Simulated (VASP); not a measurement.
Cu: single point with PBE

Cu:

```
Cu
1.0
    -1.28330    1.28328    1.81461
     1.28330   -1.28328    1.81461
     1.28330    1.28328   -1.81461
Cu
1
Direct
  0.50000 0.50000 0.00000
```

```json
{
  "Program": "VASP 6.6.1",
  "Task": "single point",
  "Functional": "PBE",
  "Potentials or basis": "VASP PAW PBE potentials, release 64 (Cu)",
  "Cutoff": "520 eV",
  "k mesh": "22 × 22 × 22",
  "Occupations": "gaussian, width 0.1 eV",
  "Spin": "no spin polarisation"
}
```

```json
{
  "Pressure": "0.5 GPa"
}
```

Levels at points of the mesh, in eV from the Fermi level:
| k point | band 4 | band 5 | band 6 | band 7 | band 8 | band 9 |
| --- | --- | --- | --- | --- | --- | --- |
| (0.00, 0.00, 0.00) | -2.98 | -2.18 | -2.17 | 22.51 | 25.06 | 25.06 |
| (0.50, 0.00, 0.00) | -1.62 | -1.62 | -0.96 | 3.71 | 21.00 | 21.89 |
| (0.00, 0.50, 0.00) | -1.62 | -1.62 | -0.96 | 3.70 | 21.00 | 21.89 |
| (0.50, 0.50, 0.00) | -1.48 | -1.48 | 1.51 | 7.04 | 13.00 | 13.00 |
| (0.50, 0.50, 0.50) | -1.48 | -1.48 | 1.52 | 7.04 | 12.99 | 13.00 |

It took 3 min on 1 thread of AMD EPYC 7R13 Processor (Zen 3) (shared host), peak memory 0.27 GiB.
